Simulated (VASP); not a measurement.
Write the native input for VASP 6.6.1 that does the following.

| Property | Result |
| --- | --- |
| Task | relaxation of the atoms |
| Functional | PBEsol |
| Potentials or basis | VASP PAW PBE potentials, release 64 (Zn, O) |
| Cutoff | 520 eV |
| k mesh | 2 × 3 × 3 |
| Occupations | fermi-dirac, width 0.05 eV |
| Spin | no spin polarisation |
| Dipole correction | no |
| Further INCAR settings | LREAL = Auto; ALGO = Normal; EDIFF = 1e-06; IBRION = 2; EDIFFG = -0.03; NSW = 80 |

The structure of Zn8O7 (a cell with a defect) lies in POSCAR:

```
Zn8O7
1.0
   -3.2200000000     -5.5772040000      0.0000000000
    4.8300000000     -2.7886020000      0.0000000000
    0.0000000000      0.0000000000      5.2000000000
Zn O
8 7
Direct
    0.4999999600      0.3333333100      0.0000000000
    0.4999999600      0.6666666400      0.5000000000
    0.2499999600      0.8333333100      0.0000000000
    0.2499999800      0.1666666500      0.5000000000
   -0.0000000100      0.3333333300      0.0000000000
   -0.0000000200      0.6666666500      0.5000000000
    0.7499999400      0.8333332900      0.0000000000
    0.7499999600      0.1666666400      0.5000000000
    0.4999999600      0.3333333100      0.3750000000
    0.4999999600      0.6666666400      0.8750000000
    0.2499999800      0.1666666500      0.8750000000
   -0.0000000100      0.3333333300      0.3750000000
   -0.0000000200      0.6666666500      0.8750000000
    0.7499999400      0.8333332900      0.3750000000
    0.7499999600      0.1666666400      0.8750000000
```

These files were run (other wordings do the same):

INCAR

```
SYSTEM = Zn8O7
PREC = Accurate
ENCUT = 520
EDIFF = 1E-6
ISMEAR = -1
SIGMA = 0.05
LREAL = Auto
LASPH = .TRUE.
NELM = 60
ALGO = Normal
ISIF = 2
LWAVE = .FALSE.
LCHARG = .FALSE.
GGA = PS
IBRION = 2
NSW = 80
EDIFFG = -0.03
KPAR = 4
```

KPOINTS

```
Automatic mesh
0
G
  2 3 3
  0 0 0
```

Potentials or basis: VASP PAW PBE potentials, release 64 (Zn, O).

Command:

```sh
$ cat potpaw_PBE.64/Zn/POTCAR potpaw_PBE.64/O/POTCAR > POTCAR
$ mpirun -np 4 vasp_std > vasp.out
```

It gave:

The energy gained by relaxing is 33.3 meV/atom. The ionic steps are 13. The pressure after relaxing is -5.4 GPa and the largest force after relaxing is 0.018 eV/Å. The band gap on the k mesh is 1.47 eV.

Caveat: the k points lie up to 0.49 Å⁻¹ apart; the PAW data sets were made with another functional, which shifts forces and pressure a little.

Wall time 21 min on 4 MPI ranks on Oxide Virtual Turin-like Processor, on a shared host, peak memory 0.32 GiB a rank.
